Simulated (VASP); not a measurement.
# SrO (I4/mmm) in VASP: single point with r2SCAN

Aim: the single point of SrO with r2SCAN.

Everything below comes from runs of VASP 6.6.1. Logs are shortened: lines on timing, memory, paths and dates and some standing lists are left out, and cuts for length are marked.

### Step 1. The cell of the first run

It takes space group I4/mmm (No. 139, tetragonal). The conventional cell has a = 3.576 Å, b = 3.576 Å, c = 5.310 Å, α = 90.00°, β = 90.00°, γ = 90.00°. Sr (site symmetry 4/mmm) has 6 O at 2.53 to 2.65 Å within 3.3 Å. Within 3.3 Å of O (site symmetry 4/mmm) lie 6 Sr at 2.53 to 2.65 Å.

### Step 2. Single point, r2SCAN

Contents of POSCAR:

```
SrO
1.0
    0.0000000000      2.5283443637      2.6547615818
    2.5283443637      0.0000000000      2.6547615818
    2.5283443637      2.5283443637      0.0000000000
Sr O
1 1
Direct
    0.0000000000      0.0000000000      0.0000000000
    0.5000000000      0.5000000000      0.5000000000
```

Contents of INCAR.step1:

```
SYSTEM = SrO
PREC = Accurate ; ENCUT = 520
ISMEAR = 0 ; SIGMA = 0.05
LREAL = .FALSE. ; LASPH = .TRUE.
NELM = 100 ; NBANDS = 15
GGA = PE ; ALGO = Normal
EDIFF = 1E-4 ; LWAVE = .TRUE.
LCHARG = .FALSE.
```

Contents of INCAR.step2:

```
SYSTEM = SrO
PREC = Accurate ; ENCUT = 520
EDIFF = 1E-7 ; ISMEAR = 0
SIGMA = 0.05 ; LREAL = .FALSE.
LASPH = .TRUE. ; NELM = 100
ALGO = Normal ; ISIF = 2
LWAVE = .FALSE. ; LCHARG = .TRUE.
METAGGA = R2SCAN ; LMIXTAU = .TRUE.
LELF = .TRUE. ; LVHAR = .TRUE.
NBANDS = 15 ; ISTART = 1
```

Contents of KPOINTS:

```
Automatic mesh
0
G
  8 8 8
  0 0 0
```

Potentials or basis: VASP PAW PBE potentials, release 64 (Sr_sv, O).

On the command line:

```bash
> cat potpaw_PBE.64/Sr_sv/POTCAR potpaw_PBE.64/O/POTCAR > POTCAR
> cp INCAR.step1 INCAR
> mpirun -np 1 vasp_std > vasp.out
> cp INCAR.step2 INCAR
> mpirun -np 1 vasp_std > vasp.out
```

OUTCAR:

```text
SYSTEM = SrO
   PREC = Accurate
   ENCUT = 520
   EDIFF = 1E-7
   ISMEAR = 0
   LREAL = .FALSE.
   LASPH = .TRUE.
   NELM = 100
   ISIF = 2
   METAGGA = R2SCAN
   ISTART = 1

 ion  position               nearest neighbor table
   1  0.000  0.000  0.000-   2 2.53   2 2.53   2 2.53   2 2.53   2 2.65   2 2.65
   2  0.500  0.500  0.500-   1 2.53   1 2.53   1 2.53   1 2.53   1 2.65   1 2.65

  LATTYP: Found a body centered tetragonal cell.
 ALAT       =     3.5756188895
 C/A-ratio  =     1.4849242404

  Lattice vectors:

 A1 = (  -2.5283443637,   0.0000000000,   2.6547615818)
 A2 = (   2.5283443637,   0.0000000000,   2.6547615818)
 A3 = (   0.0000000000,   2.5283443637,  -2.6547615818)

Analysis of symmetry for initial positions (statically):
=====================================================================
 Subroutine PRICEL returns:
 Original cell was already a primitive cell.

 Routine SETGRP: Setting up the symmetry group for a
 body centered tetragonal supercell.

 Subroutine GETGRP returns: Found 16 space group operations
 (whereof 16 operations were pure point group operations)
 out of a pool of 16 trial point group operations.

The static configuration has the point symmetry D_4h.

Analysis of symmetry for dynamics (positions and initial velocities):
=====================================================================
 Subroutine PRICEL returns:
 Original cell was already a primitive cell.

 Routine SETGRP: Setting up the symmetry group for a
 body centered tetragonal supercell.

 Subroutine GETGRP returns: Found 16 space group operations
 (whereof 16 operations were pure point group operations)
 out of a pool of 16 trial point group operations.

The dynamic configuration has the point symmetry D_4h.

 Subroutine INISYM returns: Found 16 space group operations
 (whereof 16 operations are pure point group operations),
 and found     1 'primitive' translations

----------------------------------------------------------------------------------------

                                     Primitive cell

  volume of cell :      33.9413

  direct lattice vectors                    reciprocal lattice vectors
     0.000000000  2.528344364  2.654761582    -0.197757872  0.197757872  0.188340830
     2.528344364  0.000000000  2.654761582     0.197757872 -0.197757872  0.188340830
     2.528344364  2.528344364  0.000000000     0.197757872  0.197757872 -0.188340830

  length of vectors
     3.666099327  3.666099327  3.575618889     0.337177431  0.337177431  0.337177431

  position of ions in fractional coordinates (direct lattice)
     0.000000000  0.000000000  0.000000000
     0.500000000  0.500000000  0.500000000

  ion indices of the primitive-cell ions
   primitive index   ion index
                 1           1
                 2           2

----------------------------------------------------------------------------------------

 KPOINTS: Automatic mesh

Automatic generation of k-mesh.
 Grid dimensions read from file:
 generate k-points for:    8    8    8

 Generating k-lattice:

  Cartesian coordinates                     Fractional coordinates (reciprocal lattice)
    -0.024719734  0.024719734  0.023542604     0.125000000  0.000000000  0.000000000
     0.024719734 -0.024719734  0.023542604     0.000000000  0.125000000  0.000000000
     0.024719734  0.024719734 -0.023542604     0.000000000  0.000000000  0.125000000

  Length of vectors
     0.042147179  0.042147179  0.042147179

  Shift w.r.t. Gamma in fractional coordinates (k-lattice)
     0.000000000  0.000000000  0.000000000

 Subroutine IBZKPT returns following result:
 ===========================================

 Found     59 irreducible k-points:

 Following reciprocal coordinates:
            Coordinates               Weight
  0.000000  0.000000  0.000000      1.000000
  0.125000 -0.000000  0.000000      8.000000
  0.250000 -0.000000  0.000000      8.000000
  0.375000 -0.000000  0.000000      8.000000
  0.500000 -0.000000  0.000000      4.000000
  0.125000  0.125000  0.000000      2.000000
[... 16 lines left out ...]
  0.250000 -0.000000  0.125000     16.000000
  0.375000 -0.000000  0.125000     16.000000
 [... further k-points ...]
   k-points           NKPTS =     59   k-points in BZ     NKDIM =     59   number of bands    NBANDS=     15
   number of dos      NEDOS =    301   number of ions     NIONS =      2
   total plane-waves  NPLWV =  21952
   dimension x,y,z NGX =    28 NGY =   28 NGZ =   28
   dimension x,y,z NGXF=    56 NGYF=   56 NGZF=   56
   ions per type =               1   1
   NGX,Y,Z   is equivalent  to a cutoff of  12.70, 12.70, 13.02 a.u.
   NGXF,Y,Z  is equivalent  to a cutoff of  25.39, 25.39, 26.04 a.u.
 SYSTEM =  SrO
   PREC   = accura    normal or accurate (medium, high low for compatibility)
   ISTART =      1    job   : 0-new  1-cont  2-samecut
   ICHARG =      0    charge: 1-file 2-atom 10-const
   ISPIN  =      1    spin polarized calculation?
   LNONCOLLINEAR =      F non collinear calculations
   LSORBIT =      F    spin-orbit coupling
   LASPH  =      T    aspherical Exc in radial PAW
   ENCUT  =  520.0 eV  38.22 Ry    6.18 a.u.   6.82  6.82  6.65*2*pi/ulx,y,z
   NELM   =    100;   NELMIN=  2; NELMDL=  0     # of ELM steps
   EDIFF  = 0.1E-06   stopping-criterion for ELM
   LREAL  =      F    real-space projection
   EDIFFG = 0.1E-05   stopping-criterion for IOM
   NSW    =      0    number of steps for IOM
   IBRION =     -1    ionic relax: 0-MD 1-quasi-New 2-CG
   NFREE  =      0    steps in history (QN), initial steepest desc. (CG)
   ISIF   =      2    stress and relaxation
   ISYM   =      2    0-nonsym 1-usesym 2-fastsym
   POTIM  = 0.5000    time-step for ionic-motion
   TEBEG  =    0.0;   TEEND  =   0.0 temperature during run
   PSTRESS=    0.0 pullay stress
   NELECT =      16.0000    total number of electrons
   NUPDOWN=      -1.0000    fix difference up-down
   EMIN   =  10.00;   EMAX   =-10.00  energy-range for DOS
   EFERMI =   0.00;   METHOD = LEGACY
   ISMEAR =     0;   SIGMA  =   0.05  broadening in eV -4-tet -1-fermi 0-gaus
   EFERMI_NEDOS =   21; number of points for ismear=-14 and -15
   IALGO  =     38    algorithm
   IMIX   =      4    mixing-type and parameters
     AMIX     =   0.40;   BMIX     =  1.00
     AMIX_MAG =   1.60;   BMIX_MAG =  1.00
  volume/ion in A,a.u.               =      16.97       114.52
  Fermi-wavevector in a.u.,A,eV,Ry     =   1.274106  2.407711 22.086959  1.623346
  Thomas-Fermi vector in A             =   2.406892
   LORBIT       =      0    0 simple, 1 ext, 2 COOP (PROOUT), +10 PAW based schemes
   METAGGA = R2SCAN    functional components
   LHFCALC =     F    Hartree Fock is set to
   AEXX    =    0.0000 exact exchange contribution
   IVDW    =     0    specifies the selected vdW correction
   LEPSILON=     F    determine dielectric tensor
   LRPA    =     F    only Hartree local field effects (RPA)
 non-spin polarized calculation
 Gauss-broadening in eV      SIGMA  =   0.05
  energy-cutoff  :      520.00
  volume of cell :       33.94
 maximum number of plane-waves:       926
   NGX = 13   NGY = 13   NGZ = 13

 number of electron      15.9999998 magnetization

 Free energy of the ion-electron system (eV)
  ---------------------------------------------------
  ext. energy  EPLUGINS =         0.00000000
  ---------------------------------------------------
  free energy    TOTEN  =       -27.02847073 eV

  energy without entropy =      -27.02847073  energy(sigma->0) =      -27.02847073

 E-fermi :   1.6188     XC(G=0): -10.5893

 val. band max:        1.4051209139   @ k =   0.0000   0.0000   0.0000
 cond. band min:       5.0419504628   @ k =   0.5000   0.0000   0.5000
 fundamental gap:      3.6368295489
 Fermi energy:         1.6188223727

 k-point     1 :       0.0000    0.0000    0.0000
  band No.  band energies     occupation
      1     -32.1073      2.00000
      2     -14.6860      2.00000
      3     -13.1655      2.00000
      4     -13.1149      2.00000
      5     -13.1149      2.00000
      6       1.2455      2.00000
      7       1.4051      2.00000
      8       1.4051      2.00000
      9       5.9510      0.00000
     10       7.8982      0.00000
     11       8.2692      0.00000
     12       8.2692      0.00000
     13      10.2186      0.00000
     14      10.7950      0.00000
     15      14.6765      0.00000

 k-point     2 :       0.1250   -0.0000    0.0000
  band No.  band energies     occupation
      1     -32.0869      2.00000
      2     -14.9809      2.00000
      3     -13.1750      2.00000
      4     -13.1201      2.00000
      5     -12.8763      2.00000
      6       0.9075      2.00000
      7       1.1300      2.00000
      8       1.1986      2.00000
      9       6.6270      0.00000
     10       7.9476      0.00000
     11       8.3863      0.00000
     12       8.5658      0.00000
     13      10.6299      0.00000
     14      11.2227      0.00000
     15      15.7009      0.00000

 k-point     3 :       0.2500   -0.0000    0.0000
  band No.  band energies     occupation
      1     -32.0371      2.00000
      2     -15.5037      2.00000
      3     -13.2185      2.00000
      4     -13.1322      2.00000
      5     -12.4683      2.00000
      6       0.1174      2.00000
      7       0.7071      2.00000
      8       0.7492      2.00000
      9       7.8921      0.00000
     10       8.1739      0.00000
     11       9.2408      0.00000
     12       9.3764      0.00000
     13      11.6642      0.00000
     14      12.2839      0.00000
     15      17.7247      0.00000

 k-point     4 :       0.3750   -0.0000    0.0000
  band No.  band energies     occupation
      1     -31.9865      2.00000
      2     -15.9133      2.00000
      3     -13.2619      2.00000
      4     -13.1439      2.00000
      5     -12.1726      2.00000
      6      -0.5309      2.00000
      7       0.3469      2.00000
      8       0.3525      2.00000
      9       8.2219      0.00000
     10       9.7015      0.00000
     11      10.3248      0.00000
     12      10.3846      0.00000
     13      12.9382      0.00000
     14      13.5503      0.00000
     15      17.6843      0.00000
[... 307 lines left out ...]
 k-point    22 :       0.1250    0.0000    0.1250
  band No.  band energies     occupation
      1     -32.0787      2.00000
      2     -15.0544      2.00000
      3     -13.2143      2.00000
      4     -13.1813      2.00000
      5     -12.7372      2.00000
      6       0.6190      2.00000
      7       1.1616      2.00000
      8       1.3312      2.00000
      9       6.6368      0.00000
     10       7.5044      0.00000
     11       8.6272      0.00000
     12       8.9544      0.00000
     13      10.5758      0.00000
     14      11.6276      0.00000
     15      16.0708      0.00000

 k-point    23 :       0.2500   -0.0000    0.1250
  band No.  band energies     occupation
      1     -32.0379      2.00000
      2     -15.3978      2.00000
      3     -13.2632      2.00000
      4     -13.2119      2.00000
      5     -12.5055      2.00000
      6       0.1012      2.00000
      7       0.9004      2.00000
      8       1.0720      2.00000
      9       7.1625      0.00000
     10       7.6248      0.00000
     11       9.4889      0.00000
     12       9.7333      0.00000
     13      11.2223      0.00000
     14      12.5239      0.00000
     15      17.8152      0.00000

 k-point    24 :       0.3750   -0.0000    0.1250
  band No.  band energies     occupation
      1     -31.9880      2.00000
      2     -15.7536      2.00000
      3     -13.3074      2.00000
      4     -13.2252      2.00000
      5     -12.3305      2.00000
      6      -0.2731      2.00000
      7       0.4719      2.00000
      8       0.6656      2.00000
      9       7.4762      0.00000
     10       8.9346      0.00000
     11      10.4902      0.00000
     12      10.6826      0.00000
     13      12.4833      0.00000
     14      13.4300      0.00000
     15      18.0234      0.00000

 [... further k-points ...]

------------------------ aborting loop because EDIFF is reached ----------------------------------------

  FORCE on cell =-STRESS in cart. coord.  units (eV):
  Direction    XX          YY          ZZ          XY          YZ          ZX
  --------------------------------------------------------------------------------------
  -------------------------------------------------------------------------------------
  Total        0.9525319      0.9525319     -0.4999299      0.0000000     -0.0000000     -0.0000000
  in kB       44.9637111     44.9637111    -23.5989001      0.0000000     -0.0000000     -0.0000000
  external PRESSURE =      22.1095074 kB  Pullay stress =       0.0000000 kB

 VOLUME and BASIS-vectors are now :
 -----------------------------------------------------------------------------
  energy-cutoff  :      520.00
  volume of cell :       33.94
      direct lattice vectors                 reciprocal lattice vectors
     0.000000000  2.528344364  2.654761582    -0.197757872  0.197757872  0.188340830
     2.528344364  0.000000000  2.654761582     0.197757872 -0.197757872  0.188340830
     2.528344364  2.528344364  0.000000000     0.197757872  0.197757872 -0.188340830

 POSITION                                       TOTAL-FORCE (eV/Angst)
 -----------------------------------------------------------------------------------
      0.00000      0.00000      0.00000         0.000000     -0.000000      0.000000
      2.52834      2.52834      2.65476        -0.000000      0.000000      0.000000
 -----------------------------------------------------------------------------------
    total drift:                                0.000000      0.000000      0.000000

  FREE ENERGIE OF THE ION-ELECTRON SYSTEM (eV)
  ---------------------------------------------------
  free  energy   TOTEN  =       -27.0284707333 eV

  energy  without entropy=      -27.0284707333  energy(sigma->0) =      -27.02847073
```

Wall time 82 s (1 thread of Intel Xeon 6975P-C (Granite Rapids), shared host); peak memory 0.18 GiB.

What came out:

```yaml
Free_energy: -27.0285 eV
Pressure: 2.2 GPa
Band_gap_on_the_k_mesh: 3.64 eV, indirect (least direct gap 3.70 eV)
```

Caveat: the PAW data sets were made with another functional, which shifts forces and pressure a little. A k mesh can miss the band edges.
